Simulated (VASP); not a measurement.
# Ir (Im-3m) in VASP: a series of runs, part 2 of 2

VASP 6.6.1.

**4. Relaxation of cell and atoms, PBE, target pressure 60 GPa, at which the enthalpy is minimised**

Contents of INCAR:

```
SYSTEM = Ir
  PREC = Accurate
  ENCUT = 500
  EDIFF = 1E-7
  ISMEAR = 1
  SIGMA = 0.1
  LREAL = .False.
  LASPH = .True.
  NELM = 120
  ALGO = Normal
  ISIF = 3
  LWAVE = .False.
  LCHARG = .False.
  GGA = PE
  IBRION = 2
  NSW = 60
  EDIFFG = -0.03
  PSTRESS = 600.0
  GGA_COMPAT = .False.
  NELMIN = 4
```

Contents of KPOINTS:

```
Automatic mesh
0
Gamma
  21 21 21
  0 0 0
```

Contents of POSCAR:

```
Ir
1.0
   -1.5200000000      1.5200000000      1.5200000000
    1.5200000000     -1.5200000000      1.5200000000
    1.5200000000      1.5200000000     -1.5200000000
Ir
1
Direct
    0.0000000000      0.0000000000      0.0000000000
```

Potentials or basis: VASP PAW PBE potentials, release 64 (Ir).

On the command line:

```console
cat potpaw_PBE.64/Ir/POTCAR > POTCAR
mpirun -np 1 vasp_std > vasp.out
```

OUTCAR:

```text
SYSTEM = Ir
   PREC = Accurate
   ENCUT = 500
   EDIFF = 1E-7
   ISMEAR = 1
   LREAL = .False.
   LASPH = .True.
   NELM = 120
   ISIF = 3
   GGA = PE
   IBRION = 2
   NSW = 60
   EDIFFG = -0.03
   PSTRESS = 600.0
   NELMIN = 4

 ion  position               nearest neighbor table
   1  0.000  0.000  0.000-

  LATTYP: Found a body centered cubic cell.
 ALAT       =     3.0400000000

  Lattice vectors:

 A1 = (  -1.5200000000,   1.5200000000,   1.5200000000)
 A2 = (   1.5200000000,  -1.5200000000,   1.5200000000)
 A3 = (   1.5200000000,   1.5200000000,  -1.5200000000)

Analysis of symmetry for initial positions (statically):
=====================================================================
 Subroutine PRICEL returns:
 Original cell was already a primitive cell.

 Routine SETGRP: Setting up the symmetry group for a
 body centered cubic supercell.

 Subroutine GETGRP returns: Found 48 space group operations
 (whereof 48 operations were pure point group operations)
 out of a pool of 48 trial point group operations.

The static configuration has the point symmetry O_h .

Analysis of symmetry for dynamics (positions and initial velocities):
=====================================================================
 Subroutine PRICEL returns:
 Original cell was already a primitive cell.

 Routine SETGRP: Setting up the symmetry group for a
 body centered cubic supercell.

 Subroutine GETGRP returns: Found 48 space group operations
 (whereof 48 operations were pure point group operations)
 out of a pool of 48 trial point group operations.

The dynamic configuration has the point symmetry O_h .

 Subroutine INISYM returns: Found 48 space group operations
 (whereof 48 operations are pure point group operations),
 and found     1 'primitive' translations

[... 123 lines left out ...]
 conjugate gradient relaxation of ions
 non-spin polarized calculation
 Methfessel and Paxton  Order N= 1 SIGMA  =   0.10
  energy-cutoff  :      500.00
  volume of cell :       14.05
 maximum number of plane-waves:       370
   NGX =  9   NGY =  9   NGZ =  9

--------------------------------------- Ionic step        1  -------------------------------------------

 number of electron       8.9999999 magnetization

 Free energy of the ion-electron system (eV)
  ---------------------------------------------------
  ext. energy  EPLUGINS =         0.00000000
  ---------------------------------------------------
  free energy    TOTEN  =        -8.12903899 eV

  energy without entropy =       -8.12594192  energy(sigma->0) =       -8.12800664

------------------------ aborting loop because EDIFF is reached ----------------------------------------

  FORCE on cell =-STRESS in cart. coord.  units (eV):
  Direction    XX          YY          ZZ          XY          YZ          ZX
  --------------------------------------------------------------------------------------
  -------------------------------------------------------------------------------------
  Total        2.2666696      2.2666696      2.2666696      0.0000000      0.0000000      0.0000000
  in kB      258.5282784    258.5282784    258.5282784      0.0000000      0.0000000      0.0000000
  external PRESSURE =    -341.4717216 kB  Pullay stress =     600.0000000 kB
[... 135 lines left out ...]
--------------------------------------- Ionic step        5  -------------------------------------------

 number of electron       9.0000002 magnetization

 Free energy of the ion-electron system (eV)
  ---------------------------------------------------
  ext. energy  EPLUGINS =         0.00000000
  ---------------------------------------------------
  free energy    TOTEN  =        -7.89019207 eV

  energy without entropy =       -7.88767512  energy(sigma->0) =       -7.88935309

 E-fermi :  11.4684     XC(G=0): -14.4149

 val. band max:       11.4680986500   @ k =  -0.4286  -0.4762   0.2857
 cond. band min:      11.4714249120   @ k =  -0.1429   0.1905   0.0952
 fundamental gap:      0.0033262620
 Fermi energy:        11.4684354076

 k-point     1 :       0.0000    0.0000    0.0000
  band No.  band energies     occupation
      1      -0.1880      2.00000
      2       7.2965      2.00000
      3       7.2965      2.00000
      4       7.2965      2.00000
      5      10.7960      2.00000
      6      10.7960      2.00000
      7      28.4106      0.00000
      8      28.4106      0.00000
[... 243 lines left out ...]
 k-point    24 :       0.1905    0.0952    0.0000
  band No.  band energies     occupation
      1       2.4520      2.00000
      2       6.2539      2.00000
      3       6.7765      2.00000
      4       9.9207      2.00000
      5      10.3119      2.00000
      6      11.1524      2.00007
      7      28.1916      0.00000
      8      28.9014      0.00000

 [... further k-points ...]

------------------------ aborting loop because EDIFF is reached ----------------------------------------

  FORCE on cell =-STRESS in cart. coord.  units (eV):
  Direction    XX          YY          ZZ          XY          YZ          ZX
  --------------------------------------------------------------------------------------
  -------------------------------------------------------------------------------------
  Total        4.9222035      4.9222035      4.9222035     -0.0000000     -0.0000000      0.0000000
  in kB      600.4571893    600.4571893    600.4571893     -0.0000000     -0.0000000      0.0000000
  external PRESSURE =       0.4571893 kB  Pullay stress =     600.0000000 kB
[... 20 lines left out ...]
  energy  without entropy=       -7.8876751245  energy(sigma->0) =       -7.88935309

  enthalpy is  TOTEN    =        -2.9717363261 eV   P V=        4.9184557466

 reached required accuracy - stopping structural energy minimisation
```

OSZICAR:

```text
N       E                     dE             d eps       ncg     rms          rms(c)
DAV:   1     0.413610342138E+02    0.41361E+02   -0.43846E+03  4688   0.993E+02
[... 40 lines left out ...]
   4 F= -.29710545E+01 E0= -.29701989E+01  d E =-.102569E+00
       N       E                     dE             d eps       ncg     rms          rms(c)
DAV:   1    -0.789144316421E+01    0.24685E-01   -0.52851E-02  4672   0.388E+00    0.471E-01
DAV:   2    -0.789033726159E+01    0.11059E-02   -0.25263E-03  5040   0.722E-01    0.175E-01
DAV:   3    -0.789018863570E+01    0.14863E-03   -0.65217E-04  5464   0.335E-01    0.354E-02
DAV:   4    -0.789019208896E+01   -0.34533E-05   -0.14851E-05  5928   0.411E-02    0.200E-03
DAV:   5    -0.789019207266E+01    0.16293E-07   -0.10822E-07  4840   0.352E-03
   5 F= -.29717363E+01 E0= -.29708973E+01  d E =-.103251E+00
```

Run time: 38 s. Hardware: 1 thread of AMD EPYC 9R45 (Zen 5), shared host; peak memory 0.14 GiB.

Results:

```
Free energy                                                : -7.8902 eV
Relaxed volume                                             : 13.13 Å³/atom
Relaxed cell                                               : a = 2.574 Å, b = 2.574 Å, c = 2.574 Å, α = 109.47°, β = 109.47°, γ = 109.47°
Space group after relaxing (to 0.1 Å)                      : Im-3m (No. 229)
Energy change on relaxing (the run minimises the enthalpy) : +238.8 meV/atom
Ionic steps                                                : 5
Pressure after relaxing                                    : 60.0 GPa
Band gap on the k mesh                                     : zero (an odd number of electrons rules out a gap without spin polarisation)
```

The path:
| step | energy change (eV) | largest force (eV/Å) | pressure (GPa) | volume (Å³) |
| --- | --- | --- | --- | --- |
| 1 | 0.0000 | 0.0000 | 25.85 | 14.05 |
| 2 | 7.1134 | 0.0000 | 608.56 | 8.80 |
| 3 | 0.1772 | 0.0000 | 52.46 | 13.31 |
| 4 | 0.2129 | 0.0000 | 56.90 | 13.20 |
| 5 | 0.2388 | 0.0000 | 60.05 | 13.13 |

Final structure:
```yaml
crystal:
  lattice:
    - [-1.48631, 1.48631, 1.48631]
    - [1.48631, -1.48631, 1.48631]
    - [1.48631, 1.48631, -1.48631]
  atoms:
    - { symbol: Ir, position: [0.00000, 0.00000, 0.00000] }
```

Levels at points of the mesh, in eV from the Fermi level:
```csv
k point,band 2,band 3,band 4,band 5,band 6,band 7
"(0.00, 0.00, 0.00)",-4.17,-4.17,-4.17,-0.67,-0.67,16.94
```

Caveat: the cell is relaxed towards a set pressure, so the run minimises the enthalpy, not the energy; spin-orbit coupling is left out, which moves the levels of the heavy elements.

**5. Summary**

```tsv
cell	gap on the mesh (eV)	pressure (GPa)
relaxed to 20 GPa	none	19.9
relaxed to 40 GPa	none	39.8
relaxed to 60 GPa	none	60.0
```

Alike in all rows: task relaxation of cell and atoms; level PBE; potentials or basis VASP PAW PBE potentials, release 64 (Ir); no spin polarisation; k mesh 21 × 21 × 21; cutoff (eV) 500; smearing methfessel-paxton 0.1 eV.

Caveats: the cell is relaxed towards a set pressure, so the run minimises the enthalpy, not the energy; spin-orbit coupling is left out, which moves the levels of the heavy elements.

Absolute energies hang on the potentials; compare differences alone.
